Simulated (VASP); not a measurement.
# BAs (Pmmm) in VASP: settings compared

The runs below take BAs through single point, with revPBE+D3(BJ), RPBE+D4.

Everything below comes from runs of VASP 6.6.1. Logs are shortened: lines on timing, memory, paths and dates and some standing lists are left out, and cuts for length are marked.

## (1) The cell of the first run

The structure is orthorhombic, space group Pmmm (No. 47). Conventional cell: a = 2.410 Å, b = 2.748 Å, c = 4.338 Å, α = 90.00°, β = 90.00°, γ = 90.00°. B (site symmetry mmm) has 4 B at 2.41 to 2.75 Å and 4 As at 2.57 Å within 3.2 Å. Within 3.2 Å of As (site symmetry mmm) lie 4 As at 2.41 to 2.75 Å and 4 B at 2.57 Å.

## (2) Single point, revPBE+D3(BJ)

INCAR

```
PREC = Accurate
ENCUT = 560
EDIFF = 1E-6
ISMEAR = -1
SIGMA = 0.05
LREAL = F
LASPH = T
NELM = 120
ALGO = Normal
ISIF = 2
LWAVE = F
LCHARG = F
GGA = RE
IVDW = 12
NBANDS = 16
GGA_COMPAT = F
```

KPOINTS

```
Automatic mesh
0
Gamma
  12 8 6
```

POSCAR

```
BAs
1.0
    2.7476780467      0.0000000000      0.0000000000
    0.0000000000      2.4095685709      0.0000000000
    0.0000000000      0.0000000000      4.3379760485
B As
1 1
Direct
    0.0000000000      0.5000000000      0.0000000000
    0.5000000000      0.5000000000      0.5000000000
```

Potentials or basis: VASP PAW PBE potentials, release 64 (B, As_d).

Command:

```
$ cat potpaw_PBE.64/B/POTCAR potpaw_PBE.64/As_d/POTCAR > POTCAR
$ mpirun -np 1 vasp_std > vasp.out
```

OUTCAR:

```text
PREC = Accurate
   ENCUT = 560
   EDIFF = 1E-6
   ISMEAR = -1
   LREAL = F
   LASPH = T
   NELM = 120
   ISIF = 2
   GGA = RE
   IVDW = 12
 IVDW          = 12

 ion  position               nearest neighbor table
   1  0.000  0.500  0.000-
   2  0.500  0.500  0.500-

  LATTYP: Found a simple orthorhombic cell.
 ALAT       =     2.4095685709
 B/A-ratio  =     1.1403195078
 C/A-ratio  =     1.8003123467

  Lattice vectors:

 A1 = (   0.0000000000,  -2.4095685709,   0.0000000000)
 A2 = (   2.7476780467,   0.0000000000,   0.0000000000)
 A3 = (   0.0000000000,   0.0000000000,   4.3379760485)

Analysis of symmetry for initial positions (statically):
=====================================================================
 Subroutine PRICEL returns:
 Original cell was already a primitive cell.

 Routine SETGRP: Setting up the symmetry group for a
 simple orthorhombic supercell.

 Subroutine GETGRP returns: Found  8 space group operations
 (whereof  8 operations were pure point group operations)
 out of a pool of  8 trial point group operations.

The static configuration has the point symmetry D_2h.

Analysis of symmetry for dynamics (positions and initial velocities):
=====================================================================
 Subroutine PRICEL returns:
 Original cell was already a primitive cell.

 Routine SETGRP: Setting up the symmetry group for a
 simple orthorhombic supercell.

 Subroutine GETGRP returns: Found  8 space group operations
 (whereof  8 operations were pure point group operations)
 out of a pool of  8 trial point group operations.

The dynamic configuration has the point symmetry D_2h.

 Subroutine INISYM returns: Found  8 space group operations
 (whereof  8 operations are pure point group operations),
 and found     1 'primitive' translations

----------------------------------------------------------------------------------------

                                     Primitive cell

  volume of cell :      28.7205

  direct lattice vectors                    reciprocal lattice vectors
     2.747678047  0.000000000  0.000000000     0.363943658  0.000000000  0.000000000
     0.000000000  2.409568571  0.000000000     0.000000000  0.415012053  0.000000000
     0.000000000  0.000000000  4.337976048     0.000000000  0.000000000  0.230522250

  length of vectors
     2.747678047  2.409568571  4.337976048     0.363943658  0.415012053  0.230522250

  position of ions in fractional coordinates (direct lattice)
     0.000000000  0.500000000  0.000000000
     0.500000000  0.500000000  0.500000000

  ion indices of the primitive-cell ions
   primitive index   ion index
                 1           1
[... 75 lines left out ...]
   EDIFFG = 0.1E-04   stopping-criterion for IOM
   NSW    =      0    number of steps for IOM
   IBRION =     -1    ionic relax: 0-MD 1-quasi-New 2-CG
   NFREE  =      0    steps in history (QN), initial steepest desc. (CG)
   ISIF   =      2    stress and relaxation
   ISYM   =      2    0-nonsym 1-usesym 2-fastsym
   POTIM  = 0.5000    time-step for ionic-motion
   TEBEG  =    0.0;   TEEND  =   0.0 temperature during run
   PSTRESS=    0.0 pullay stress
   NELECT =      18.0000    total number of electrons
   NUPDOWN=      -1.0000    fix difference up-down
   EMIN   =  10.00;   EMAX   =-10.00  energy-range for DOS
   EFERMI =   0.00;   METHOD = LEGACY
   ISMEAR =    -1;   SIGMA  =   0.05  broadening in eV -4-tet -1-fermi 0-gaus
   EFERMI_NEDOS =   21; number of points for ismear=-14 and -15
   IALGO  =     38    algorithm
   IMIX   =      4    mixing-type and parameters
     AMIX     =   0.40;   BMIX     =  1.00
     AMIX_MAG =   1.60;   BMIX_MAG =  1.00
  volume/ion in A,a.u.               =      14.36        96.91
  Fermi-wavevector in a.u.,A,eV,Ry     =   1.400990  2.647486 26.705132  1.962772
  Thomas-Fermi vector in A             =   2.523895
   LORBIT       =      0    0 simple, 1 ext, 2 COOP (PROOUT), +10 PAW based schemes
   GGA     = RE    functional components
   LHFCALC =     F    Hartree Fock is set to
   AEXX    =    0.0000 exact exchange contribution
   IVDW    =    12    specifies the selected vdW correction
   LEPSILON=     F    determine dielectric tensor
   LRPA    =     F    only Hartree local field effects (RPA)
 non-spin polarized calculation
  energy-cutoff  :      560.00
  volume of cell :       28.72
 maximum number of plane-waves:       898
 NGX is ok and might be reduce to    24
   NGX = 11   NGY =  9   NGZ = 17

 number of electron      18.0000003 magnetization

 Free energy of the ion-electron system (eV)
  ---------------------------------------------------
  ext. energy  EPLUGINS =         0.00000000
  ---------------------------------------------------
  free energy    TOTEN  =        -7.87854393 eV

  energy without entropy =       -7.87320330  energy(sigma->0) =       -7.87587361

 E-fermi :   4.5954     XC(G=0): -11.2584

 val. band max:        4.5910622197   @ k =   0.3333   0.3750   0.3333
 cond. band min:       4.6235223475   @ k =   0.2500   0.2500   0.0000
 fundamental gap:      0.0324601278
 Fermi energy:         4.5953717818

 k-point     1 :       0.0000    0.0000    0.0000
  band No.  band energies     occupation
      1     -31.9076      2.00000
      2     -31.7769      2.00000
      3     -31.7371      2.00000
      4     -31.6974      2.00000
      5     -31.6792      2.00000
      6     -10.8672      2.00000
[... 433 lines left out ...]
      3     -31.7575      2.00000
      4     -31.7359      2.00000
      5     -31.6575      2.00000
      6      -6.9650      2.00000
[... 8 lines left out ...]
     15      15.6587      0.00000
     16      19.6844      0.00000

 [... further k-points ...]

------------------------ aborting loop because EDIFF is reached ----------------------------------------

 Edisp (eV)   -1.45342

 E8    (eV) :    -0.9693

  FORCE on cell =-STRESS in cart. coord.  units (eV):
  Direction    XX          YY          ZZ          XY          YZ          ZX
  --------------------------------------------------------------------------------------
  -------------------------------------------------------------------------------------
  Total       0.02023    -0.01337     0.00970     0.00000     0.00000     0.00000
  in kB       1.12869    -0.74561     0.54105     0.00000     0.00000     0.00000
  external pressure =        0.31 kB  Pullay stress =        0.00 kB

 VOLUME and BASIS-vectors are now :
 -----------------------------------------------------------------------------
  energy-cutoff  :      560.00
  volume of cell :       28.72
      direct lattice vectors                 reciprocal lattice vectors
     2.747678047  0.000000000  0.000000000     0.363943658  0.000000000  0.000000000
     0.000000000  2.409568571  0.000000000     0.000000000  0.415012053  0.000000000
     0.000000000  0.000000000  4.337976048     0.000000000  0.000000000  0.230522250

 POSITION                                       TOTAL-FORCE (eV/Angst)
 -----------------------------------------------------------------------------------
      0.00000      1.20478      0.00000         0.000000      0.000000      0.000000
      1.37384      1.20478      2.16899         0.000000      0.000000      0.000000
 -----------------------------------------------------------------------------------
    total drift:                                0.000000      0.000000     -0.000000

  FREE ENERGIE OF THE ION-ELECTRON SYSTEM (eV)
  ---------------------------------------------------
  free  energy   TOTEN  =        -9.3319590773 eV

  energy  without entropy=       -9.3266184488  energy(sigma->0) =       -9.32928876
```

OSZICAR:

```text
N       E                     dE             d eps       ncg     rms          rms(c)
DAV:   1     0.863955326735E+02    0.86396E+02   -0.84153E+03  5344   0.514E+03
DAV:   2     0.797105249207E+00   -0.85598E+02   -0.81642E+02  5304   0.611E+02
DAV:   3    -0.776630883457E+01   -0.85634E+01   -0.84709E+01  4848   0.855E+01
DAV:   4    -0.796262827068E+01   -0.19632E+00   -0.19619E+00  5776   0.139E+01
DAV:   5    -0.796493677549E+01   -0.23085E-02   -0.23085E-02  5144   0.178E+00    0.361E+00
DAV:   6    -0.788227530059E+01    0.82661E-01   -0.21913E-01  6328   0.372E+00    0.211E+00
DAV:   7    -0.787874314311E+01    0.35322E-02   -0.17792E-02  4888   0.114E+00    0.925E-01
DAV:   8    -0.787842030344E+01    0.32284E-03   -0.31760E-03  6144   0.752E-01    0.716E-02
DAV:   9    -0.787853977593E+01   -0.11947E-03   -0.17784E-04  5408   0.119E-01    0.443E-02
DAV:  10    -0.787854371101E+01   -0.39351E-05   -0.15579E-05  5536   0.324E-02    0.503E-03
DAV:  11    -0.787854392798E+01   -0.21696E-06   -0.14218E-06  4552   0.179E-02
   1 F= -.93319591E+01 E0= -.93292888E+01  d E =-.534063E-02
```

It took 30 s on 1 thread of Intel Xeon Platinum 8259CL at 2.50GHz (Skylake/Cascade Lake), shared host; peak memory 0.2 GiB.

Results:

* Free energy: -9.3320 eV
* Pressure: 0.0 GPa
* Band gap on the k mesh: zero (bands 9 and 10 overlap by 4.97 eV)
* Dispersion energy per atom: -0.727 eV

Stress tensor (GPa, compression positive):
```
 0.11  0.00  0.00
 0.00 -0.07  0.00
 0.00  0.00  0.05
```

Caveat: the PAW data sets were made with another functional, which shifts forces and pressure a little.

## (3) Single point, RPBE+D4

This run uses another cell than the first one, of 13.93 Å³/atom.

INCAR

```
SYSTEM = BAs
ALGO = Normal
EDIFF = 1E-6
ENCUT = 560
GGA = RP
GGA_COMPAT = .FALSE.
ISIF = 2
ISMEAR = -1
IVDW = 13
LASPH = .TRUE.
LCHARG = .FALSE.
LREAL = .FALSE.
LWAVE = .FALSE.
NBANDS = 16
NELM = 120
PREC = Accurate
SIGMA = 0.05
```

KPOINTS

```
k-points
0
G
  12 8 6
  0 0 0
```

POSCAR

```
BAs
1.0
    2.7186849602      0.0000000000      0.0000000000
    0.0000000000      2.3970352686      0.0000000000
    0.0000000000      0.0000000000      4.2739929232
B As
1 1
Direct
    0.0000000000      0.5000000000      0.0000000000
    0.5000000000      0.5000000000      0.5000000000
```

Potentials or basis: VASP PAW PBE potentials, release 64 (B, As_d).

Command:

```
$ cat potpaw_PBE.64/B/POTCAR potpaw_PBE.64/As_d/POTCAR > POTCAR
$ mpirun -np 1 vasp_std > vasp.out
```

OUTCAR:

```text
SYSTEM = BAs
   EDIFF = 1E-6
   ENCUT = 560
   GGA = RP
   ISIF = 2
   ISMEAR = -1
   IVDW = 13
   LASPH = .TRUE.
   LREAL = .FALSE.
   NELM = 120
   PREC = Accurate

 ion  position               nearest neighbor table
   1  0.000  0.500  0.000-   2 2.53   2 2.53   2 2.53   2 2.53
   2  0.500  0.500  0.500-   1 2.53   1 2.53   1 2.53   1 2.53

  LATTYP: Found a simple orthorhombic cell.
 ALAT       =     2.3970352686
 B/A-ratio  =     1.1341864660
 C/A-ratio  =     1.7830329738

  Lattice vectors:

 A1 = (   0.0000000000,  -2.3970352686,   0.0000000000)
[... 643 lines left out ...]

  DFT-D4 for vdW energy calculation

  Edisp (eV):   -1.79788

  FORCE on cell =-STRESS in cart. coord.  units (eV):
  Direction    XX          YY          ZZ          XY          YZ          ZX
  --------------------------------------------------------------------------------------
  -------------------------------------------------------------------------------------
  Total       0.02747    -0.01814     0.01274    -0.00000     0.00000     0.00000
  in kB       1.58037    -1.04321     0.73309    -0.00000     0.00000     0.00000
  external pressure =        0.42 kB  Pullay stress =        0.00 kB

 VOLUME and BASIS-vectors are now :
 -----------------------------------------------------------------------------
  energy-cutoff  :      560.00
  volume of cell :       27.85
      direct lattice vectors                 reciprocal lattice vectors
     2.718684960  0.000000000  0.000000000     0.367824891  0.000000000  0.000000000
     0.000000000  2.397035269  0.000000000     0.000000000  0.417182014  0.000000000
     0.000000000  0.000000000  4.273992923     0.000000000  0.000000000  0.233973247

 POSITION                                       TOTAL-FORCE (eV/Angst)
 -----------------------------------------------------------------------------------
      0.00000      1.19852      0.00000         0.000000      0.000000      0.000000
      1.35934      1.19852      2.13700         0.000000      0.000000      0.000000
 -----------------------------------------------------------------------------------
    total drift:                                0.000000      0.000000     -0.000000

  FREE ENERGIE OF THE ION-ELECTRON SYSTEM (eV)
  ---------------------------------------------------
  free  energy   TOTEN  =        -9.5927095466 eV

  energy  without entropy=       -9.5867536120  energy(sigma->0) =       -9.58973158
```

OSZICAR:

```text
N       E                     dE             d eps       ncg     rms          rms(c)
DAV:   1     0.863017953585E+02    0.86302E+02   -0.83442E+03  5248   0.517E+03
DAV:   2     0.742545474435E+00   -0.85559E+02   -0.81770E+02  5304   0.605E+02
DAV:   3    -0.769601211722E+01   -0.84386E+01   -0.83792E+01  4832   0.848E+01
DAV:   4    -0.788931822110E+01   -0.19331E+00   -0.19328E+00  5816   0.139E+01
DAV:   5    -0.789149413442E+01   -0.21759E-02   -0.21759E-02  5048   0.171E+00    0.384E+00
DAV:   6    -0.779947518116E+01    0.92019E-01   -0.23480E-01  6312   0.394E+00    0.224E+00
DAV:   7    -0.779514269089E+01    0.43325E-02   -0.19665E-02  5056   0.123E+00    0.969E-01
DAV:   8    -0.779468797037E+01    0.45472E-03   -0.33776E-03  6248   0.811E-01    0.760E-02
DAV:   9    -0.779482391610E+01   -0.13595E-03   -0.19923E-04  5400   0.130E-01    0.492E-02
DAV:  10    -0.779482767592E+01   -0.37598E-05   -0.15339E-05  5496   0.334E-02    0.585E-03
DAV:  11    -0.779482803357E+01   -0.35766E-06   -0.17377E-06  4840   0.217E-02
   1 F= -.95927095E+01 E0= -.95897316E+01  d E =-.595593E-02
```

Wall time 32 s (1 thread of Intel Xeon Platinum 8259CL at 2.50GHz (Skylake/Cascade Lake), shared host); peak memory 0.19 GiB.

Results:

```yaml
Free_energy: -9.5927 eV
Pressure: 0.0 GPa
Band_gap_on_the_k_mesh: zero (bands 9 and 10 overlap by 5.10 eV)
Dispersion_energy_per_atom: -0.899 eV
```

Stress tensor (GPa, compression positive):
```
 0.16  0.00  0.00
 0.00 -0.10  0.00
 0.00  0.00  0.07
```

Caveat: the PAW data sets were made with another functional, which shifts forces and pressure a little.

The gap in the log of VASP goes by the Fermi energy; the results here count the filled bands.